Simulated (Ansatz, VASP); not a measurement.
**ZnSe in VASP and in Ansatz**

```
Zn Se
1.0
     2.81662    2.81662    0.00000
    -2.81662    2.81662    0.00000
     0.00000    0.00000    5.63325
Zn Se
2 2
Direct
  0.00000 0.00000 0.00000
  0.50000 0.50000 0.50000
  0.50000 0.00000 0.25000
  0.00000 0.50000 0.75000
```

Alike in both runs: task single point; functional PBEsol; k mesh 8 × 8 × 6; occupations gaussian, width 0.02 eV; no spin polarisation.

|  | VASP | Ansatz |
| --- | --- | --- |
| version | VASP 6.6.1 | Ansatz 0.2.0 |
| potentials or method | VASP PAW PBE potentials, release 64 (Zn, Se), cutoff 520 eV | scalar-relativistic, plane waves, PAW |
| valence electrons in the cell | 36 | 56 |

```tsv
	VASP	Ansatz	Ansatz less VASP
gap on the k mesh at the Fermi level (eV)	1.24	1.24	-0.004
least direct gap on the mesh (eV)	1.24	1.24	-0.004
pressure (GPa)	0.3	0.0	-0.28
```

VASP's potentials were made for PBE, not for PBEsol. VASP's potentials hold 36 valence electrons a cell and Ansatz's 56, so a difference there can come from the potentials and not from the codes.
